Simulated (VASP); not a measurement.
# Sc (Im-3m) in VASP: relaxation of cell and atoms with r2SCAN

Aim: the relaxation of cell and atoms of Sc with r2SCAN.

All numbers are computed with VASP 6.6.1; they aren't measurements. Logs are shortened: lines on timing, memory, paths and dates and some standing lists are left out, and cuts for length are marked.

**1. The cell of the first run**

The structure is cubic, space group Im-3m (No. 229). Conventional cell: a = 3.684 Å, b = 3.684 Å, c = 3.684 Å, α = 90.00°, β = 90.00°, γ = 90.00°. Within 4.2 Å of Sc (site symmetry m-3m) lie 14 Sc at 3.19 to 3.68 Å.

This isn't the form of Sc at room conditions, which is hcp.

**2. Relaxation of cell and atoms, r2SCAN**

The input, POSCAR:

```
Sc
1.0
   -1.8418296121      1.8418296121      1.8418296121
    1.8418296121     -1.8418296121      1.8418296121
    1.8418296121      1.8418296121     -1.8418296121
Sc
1
Direct
    0.0000000000      0.0000000000      0.0000000000
```

The input, INCAR.step1:

```
SYSTEM = Sc
PREC     = Accurate       ! precision mode
ENCUT    = 600            ! plane-wave cutoff, eV
ISMEAR   = 0              ! smearing method
SIGMA    = 0.1            ! smearing width, eV
LREAL    = .False.        ! projectors in reciprocal space
LASPH    = .True.         ! aspherical terms in the spheres
NELM     = 60             ! most SCF steps
GGA      = PE             ! functional
ALGO     = Normal         ! electronic algorithm
EDIFF    = 1E-4           ! SCF threshold, eV
LWAVE    = .True.         ! write WAVECAR
LCHARG   = .False.        ! write CHGCAR
```

The input, INCAR.step2:

```
SYSTEM = Sc
PREC     = Accurate       ! precision mode
ENCUT    = 600            ! plane-wave cutoff, eV
EDIFF    = 1E-7           ! SCF threshold, eV
ISMEAR   = 0              ! smearing method
SIGMA    = 0.1            ! smearing width, eV
LREAL    = .False.        ! projectors in reciprocal space
LASPH    = .True.         ! aspherical terms in the spheres
NELM     = 60             ! most SCF steps
ALGO     = Normal         ! electronic algorithm
ISIF     = 3              ! what is computed and relaxed
LWAVE    = .False.        ! write WAVECAR
LCHARG   = .False.        ! write CHGCAR
METAGGA  = R2SCAN         ! meta-GGA
LMIXTAU  = .True.       
IBRION   = 2              ! ionic algorithm
NSW      = 100            ! ionic steps
EDIFFG   = -0.01          ! ionic threshold
ISTART   = 1
```

The input, KPOINTS:

```
regular mesh
0
Gamma
  22 22 22
  0 0 0
```

Potentials or basis: VASP PAW PBE potentials, release 64 (Sc_sv).

Command:

```
$ cat potpaw_PBE.64/Sc_sv/POTCAR > POTCAR
$ cp INCAR.step1 INCAR
$ mpirun -np 1 vasp_std > vasp.out
$ cp INCAR.step2 INCAR
$ mpirun -np 1 vasp_std > vasp.out
```

OUTCAR:

```text
SYSTEM = Sc
   PREC = Accurate
   ENCUT = 600
   EDIFF = 1E-7
   ISMEAR = 0
   LREAL = .False.
   LASPH = .True.
   NELM = 60
   ISIF = 3
   METAGGA = R2SCAN
   IBRION = 2
   NSW = 100
   EDIFFG = -0.01
   ISTART = 1

 ion  position               nearest neighbor table
   1  0.000  0.000  0.000-

  LATTYP: Found a body centered cubic cell.
 ALAT       =     3.6836592242

  Lattice vectors:

 A1 = (  -1.8418296121,   1.8418296121,   1.8418296121)
 A2 = (   1.8418296121,  -1.8418296121,   1.8418296121)
 A3 = (   1.8418296121,   1.8418296121,  -1.8418296121)

Analysis of symmetry for initial positions (statically):
=====================================================================
 Subroutine PRICEL returns:
 Original cell was already a primitive cell.

 Routine SETGRP: Setting up the symmetry group for a
 body centered cubic supercell.

 Subroutine GETGRP returns: Found 48 space group operations
 (whereof 48 operations were pure point group operations)
 out of a pool of 48 trial point group operations.

The static configuration has the point symmetry O_h .

Analysis of symmetry for dynamics (positions and initial velocities):
=====================================================================
 Subroutine PRICEL returns:
 Original cell was already a primitive cell.

 Routine SETGRP: Setting up the symmetry group for a
 body centered cubic supercell.

 Subroutine GETGRP returns: Found 48 space group operations
 (whereof 48 operations were pure point group operations)
 out of a pool of 48 trial point group operations.

The dynamic configuration has the point symmetry O_h .

 Subroutine INISYM returns: Found 48 space group operations
 (whereof 48 operations are pure point group operations),
 and found     1 'primitive' translations

----------------------------------------------------------------------------------------

                                     Primitive cell

  volume of cell :      24.9924

  direct lattice vectors                    reciprocal lattice vectors
    -1.841829612  1.841829612  1.841829612     0.000000000  0.271469194  0.271469194
     1.841829612 -1.841829612  1.841829612     0.271469194  0.000000000  0.271469194
     1.841829612  1.841829612 -1.841829612     0.271469194  0.271469194  0.000000000

  length of vectors
     3.190142467  3.190142467  3.190142467     0.383915416  0.383915416  0.383915416

  position of ions in fractional coordinates (direct lattice)
     0.000000000  0.000000000  0.000000000

  ion indices of the primitive-cell ions
   primitive index   ion index
                 1           1

----------------------------------------------------------------------------------------

 KPOINTS: regular mesh

Automatic generation of k-mesh.
 Grid dimensions read from file:
 generate k-points for:   22   22   22

 Generating k-lattice:

  Cartesian coordinates                     Fractional coordinates (reciprocal lattice)
     0.000000000  0.012339509  0.012339509     0.045454545  0.000000000  0.000000000
     0.012339509  0.000000000  0.012339509     0.000000000  0.045454545  0.000000000
     0.012339509  0.012339509  0.000000000     0.000000000  0.000000000  0.045454545

  Length of vectors
     0.017450701  0.017450701  0.017450701

  Shift w.r.t. Gamma in fractional coordinates (k-lattice)
     0.000000000  0.000000000  0.000000000

 Subroutine IBZKPT returns following result:
 ===========================================

 Found    328 irreducible k-points:

 Following reciprocal coordinates:
            Coordinates               Weight
  0.000000  0.000000  0.000000      1.000000
  0.045455  0.000000  0.000000     12.000000
  0.090909  0.000000  0.000000     12.000000
  0.136364  0.000000  0.000000     12.000000
  0.181818  0.000000  0.000000     12.000000
  0.227273  0.000000  0.000000     12.000000
[... 16 lines left out ...]
  0.090909  0.090909  0.000000     24.000000
  0.136364  0.090909 -0.000000     48.000000
 [... further k-points ...]
   k-points           NKPTS =    328   k-points in BZ     NKDIM =    328   number of bands    NBANDS=      9
   number of dos      NEDOS =    301   number of ions     NIONS =      1
   total plane-waves  NPLWV =  21952
   dimension x,y,z NGX =    28 NGY =   28 NGZ =   28
   dimension x,y,z NGXF=    56 NGYF=   56 NGZF=   56
   ions per type =               1
   NGX,Y,Z   is equivalent  to a cutoff of  14.59, 14.59, 14.59 a.u.
   NGXF,Y,Z  is equivalent  to a cutoff of  29.18, 29.18, 29.18 a.u.
 SYSTEM =  Sc
   PREC   = accura    normal or accurate (medium, high low for compatibility)
   ISTART =      1    job   : 0-new  1-cont  2-samecut
   ICHARG =      0    charge: 1-file 2-atom 10-const
   ISPIN  =      1    spin polarized calculation?
   LNONCOLLINEAR =      F non collinear calculations
   LSORBIT =      F    spin-orbit coupling
   LASPH  =      T    aspherical Exc in radial PAW
   ENCUT  =  600.0 eV  44.10 Ry    6.64 a.u.   6.37  6.37  6.37*2*pi/ulx,y,z
   NELM   =     60;   NELMIN=  2; NELMDL=  0     # of ELM steps
   EDIFF  = 0.1E-06   stopping-criterion for ELM
   LREAL  =      F    real-space projection
   EDIFFG = -.1E-01   stopping-criterion for IOM
   NSW    =    100    number of steps for IOM
   IBRION =      2    ionic relax: 0-MD 1-quasi-New 2-CG
   NFREE  =      1    steps in history (QN), initial steepest desc. (CG)
   ISIF   =      3    stress and relaxation
   ISYM   =      2    0-nonsym 1-usesym 2-fastsym
   POTIM  = 0.5000    time-step for ionic-motion
   TEBEG  =    0.0;   TEEND  =   0.0 temperature during run
   PSTRESS=    0.0 pullay stress
   NELECT =      11.0000    total number of electrons
   NUPDOWN=      -1.0000    fix difference up-down
   EMIN   =  10.00;   EMAX   =-10.00  energy-range for DOS
   EFERMI =   0.00;   METHOD = LEGACY
   ISMEAR =     0;   SIGMA  =   0.10  broadening in eV -4-tet -1-fermi 0-gaus
   EFERMI_NEDOS =   21; number of points for ismear=-14 and -15
   IALGO  =     38    algorithm
   IMIX   =      4    mixing-type and parameters
     AMIX     =   0.40;   BMIX     =  1.00
     AMIX_MAG =   1.60;   BMIX_MAG =  1.00
  volume/ion in A,a.u.               =      24.99       168.66
  Fermi-wavevector in a.u.,A,eV,Ry     =   1.245287  2.353252 21.099110  1.550741
  Thomas-Fermi vector in A             =   2.379516
   LORBIT       =      0    0 simple, 1 ext, 2 COOP (PROOUT), +10 PAW based schemes
   METAGGA = R2SCAN    functional components
   LHFCALC =     F    Hartree Fock is set to
   AEXX    =    0.0000 exact exchange contribution
   IVDW    =     0    specifies the selected vdW correction
   LEPSILON=     F    determine dielectric tensor
   LRPA    =     F    only Hartree local field effects (RPA)
 conjugate gradient relaxation of ions
 non-spin polarized calculation
 Gauss-broadening in eV      SIGMA  =   0.10
  energy-cutoff  :      600.00
  volume of cell :       24.99
 maximum number of plane-waves:       887
 NGX is ok and might be reduce to    28
   NGX = 13   NGY = 13   NGZ = 13

--------------------------------------- Ionic step        1  -------------------------------------------

 number of electron      11.0000002 magnetization

 Free energy of the ion-electron system (eV)
  ---------------------------------------------------
  ext. energy  EPLUGINS =         0.00000000
  ---------------------------------------------------
  free energy    TOTEN  =       -11.28523888 eV

  energy without entropy =      -11.27368775  energy(sigma->0) =      -11.27946332

------------------------ aborting loop because EDIFF is reached ----------------------------------------

  FORCE on cell =-STRESS in cart. coord.  units (eV):
  Direction    XX          YY          ZZ          XY          YZ          ZX
  --------------------------------------------------------------------------------------
  -------------------------------------------------------------------------------------
  Total        0.0665580      0.0665580      0.0665580      0.0000000      0.0000000      0.0000000
  in kB        4.2668041      4.2668041      4.2668041      0.0000000      0.0000000      0.0000000
  external PRESSURE =       4.2668041 kB  Pullay stress =       0.0000000 kB
[... 55 lines left out ...]
  energy  without entropy=      -11.2738160197  energy(sigma->0) =      -11.27964844

--------------------------------------- Ionic step        3  -------------------------------------------

 number of electron      11.0000002 magnetization

 Free energy of the ion-electron system (eV)
  ---------------------------------------------------
  ext. energy  EPLUGINS =         0.00000000
  ---------------------------------------------------
  free energy    TOTEN  =       -11.28549550 eV

  energy without entropy =      -11.27385034  energy(sigma->0) =      -11.27967292

 E-fermi :   3.7061     XC(G=0): -10.5035

 val. band max:        3.7053663580   @ k =   0.3182   0.2273   0.0909
 cond. band min:       3.7069187843   @ k =   0.3182   0.1364   0.0909
 fundamental gap:      0.0015524263
 Fermi energy:         3.7060938064

 k-point     1 :       0.0000    0.0000    0.0000
  band No.  band energies     occupation
      1     -48.0863      2.00000
      2     -25.5257      2.00000
      3     -25.5257      2.00000
      4     -25.5257      2.00000
      5      -1.8449      2.00000
      6       5.3889      0.00000
      7       5.3889      0.00000
      8       5.3889      0.00000
      9       6.6963      0.00000
[... 265 lines left out ...]
 k-point    24 :       0.1364    0.0909   -0.0000
  band No.  band energies     occupation
      1     -48.0661      2.00000
      2     -25.6547      2.00000
      3     -25.5591      2.00000
      4     -25.5355      2.00000
      5      -0.8117      2.00000
      6       4.9387      0.00000
      7       4.9550      0.00000
      8       6.1451      0.00000
      9       6.3564      0.00000

 [... further k-points ...]

------------------------ aborting loop because EDIFF is reached ----------------------------------------

  FORCE on cell =-STRESS in cart. coord.  units (eV):
  Direction    XX          YY          ZZ          XY          YZ          ZX
  --------------------------------------------------------------------------------------
  -------------------------------------------------------------------------------------
  Total       -0.0021394     -0.0021394     -0.0021394      0.0000000      0.0000000     -0.0000000
  in kB       -0.1360549     -0.1360549     -0.1360549      0.0000000      0.0000000     -0.0000000
  external PRESSURE =      -0.1360549 kB  Pullay stress =       0.0000000 kB
[... 16 lines left out ...]
  FREE ENERGIE OF THE ION-ELECTRON SYSTEM (eV)
  ---------------------------------------------------
  free  energy   TOTEN  =       -11.2854955027 eV

  energy  without entropy=      -11.2738503449  energy(sigma->0) =      -11.27967292

 reached required accuracy - stopping structural energy minimisation
```

It took 6.9 min on 1 thread of Intel Xeon 6975P-C (Granite Rapids), shared host; peak memory 0.25 GiB.

Results:

```
Free energy                           : -11.2855 eV
Relaxed volume                        : 25.19 Å³/atom
Relaxed cell                          : a = 3.199 Å, b = 3.199 Å, c = 3.199 Å, α = 109.47°, β = 109.47°, γ = 109.47°
Space group after relaxing (to 0.1 Å) : Im-3m (No. 229)
Energy gained by relaxing             : 0.3 meV/atom
Ionic steps                           : 3
Pressure after relaxing               : 0.0 GPa
Band gap on the k mesh                : zero (an odd number of electrons rules out a gap without spin polarisation)
```

Step by step:
```tsv
step	energy change (eV)	largest force (eV/Å)	pressure (GPa)	volume (Å³)
1	0.0000	0.0000	0.43	24.99
2	-0.0002	0.0000	-0.07	25.23
3	-0.0003	0.0000	-0.01	25.19
```

Final structure:
```cif
data_structure
_symmetry_space_group_name_H-M 'P 1'
_symmetry_Int_Tables_number 1
_cell_length_a 3.1987
_cell_length_b 3.1987
_cell_length_c 3.1987
_cell_angle_alpha 109.471
_cell_angle_beta 109.471
_cell_angle_gamma 109.471
_cell_volume 25.19
loop_
_atom_site_label
_atom_site_type_symbol
_atom_site_fract_x
_atom_site_fract_y
_atom_site_fract_z
_atom_site_occupancy
Sc1 Sc 0.00000 0.00000 0.00000 1
```

Levels at points of the mesh, in eV from the Fermi level:
```csv
k point,band 2,band 3,band 4,band 5,band 6,band 7,band 8,band 9
"(0.00, 0.00, 0.00)",-29.23,-29.23,-29.23,-5.55,1.68,1.68,1.68,2.99
"(0.50, 0.00, 0.00)",-29.61,-29.35,-29.23,-1.81,0.26,0.46,3.00,3.30
"(0.50, 0.50, 0.50)",-29.49,-29.49,-29.49,-1.28,-1.28,4.06,4.06,4.06
```

Caveat: the PAW data sets were made with another functional, which shifts forces and pressure a little.
